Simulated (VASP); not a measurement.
The system is Re2S3.

```
CELL_PARAMETERS angstrom
3.80150 0.00000 0.00000
-1.90075 3.29220 0.00000
0.00000 0.00000 6.44322
ATOMIC_POSITIONS crystal
Re 0.33333 0.66667 0.25283
Re 0.66667 0.33333 0.74717
S 0.00000 0.00000 0.00000
S 0.33333 0.66667 0.62774
S 0.66667 0.33333 0.37226
```

Base run:

- Program: VASP 6.6.1
- Functional: PBE
- Potentials or basis: VASP PAW PBE potentials, release 64 (Re_sv_GW, S)
- Cutoff: 500 eV
- k mesh: 6 × 6 × 4
- Occupations: gaussian, width 0.1 eV
- Spin: no spin polarisation

Its results: band gap on the k mesh zero (band 24 reaches 9.93 eV, above the bottom of band 25 at 9.46 eV); pressure -1.0 GPa; largest force 0.019 eV/Å.

**Question.** The run is repeated on the same cell with these changes: potentials or basis from VASP PAW PBE potentials, release 64 (Re_sv_GW, S) to VASP PAW PBE potentials, release 64 (Re, S); cutoff from 500 eV to 520 eV; further incar settings from ALGO = Normal; EDIFF = 1e-06; NBANDS = 32 to ALGO = Normal; EDIFF = 1e-06; NBANDS = 24; valence electrons from 48 to 32. What comes out?

**Answer.** Band gap on the k mesh zero (band 16 reaches 8.02 eV, above the bottom of band 17 at 7.55 eV); pressure 0.7 GPa; largest force 0.077 eV/Å.

Caveats: spin-orbit coupling is left out, which moves the levels of the heavy elements.
